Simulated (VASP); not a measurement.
TePt: single point with PBE

The system is TePt, a sheet with vacuum.

```
CELL_PARAMETERS angstrom
4.08460 0.00000 0.00000
-2.04230 3.53737 0.00000
0.00000 0.00000 26.23794
ATOMIC_POSITIONS crystal
Te 0.66667 0.33333 0.32345
Pt 0.00000 0.00000 0.28636
```

| Property | Result |
| --- | --- |
| Program | VASP 6.6.1 |
| Task | single point |
| Functional | PBE |
| Potentials or basis | VASP PAW PBE potentials, release 64 (Te, Pt) |
| Cutoff | 520 eV |
| k mesh | 18 × 18 × 1 |
| Occupations | gaussian, width 0.1 eV |
| Spin | no spin polarisation |

```yaml
Largest_force: 0.040 eV/Å
Band_gap_on_the_k_mesh: zero (bands 8 and 9 overlap by 2.50 eV)
```

Forces in eV/Å, atoms in the order of the input:
```
Te   0.000  0.000  0.040
Pt   0.000  0.000 -0.040
```

Levels at points of the mesh, in eV from the Fermi level:
| k point | band 4 | band 5 | band 6 | band 7 | band 8 | band 9 | band 10 | band 11 | band 12 | band 13 |
| --- | --- | --- | --- | --- | --- | --- | --- | --- | --- | --- |
| (0.00, 0.00, 0.00) | -4.27 | -2.59 | -2.59 | -1.45 | 2.15 | 2.15 | 2.39 | 4.03 | 4.40 | 4.84 |
| (0.50, 0.00, 0.00) | -3.46 | -2.57 | -2.39 | -2.23 | -1.04 | 0.24 | 2.39 | 4.93 | 6.15 | 6.85 |

It took 8.3 min on 1 thread of AMD EPYC 7R13 (shared host), peak memory 0.55 GiB.

Caveat: spin-orbit coupling is left out, which moves the levels of the heavy elements.
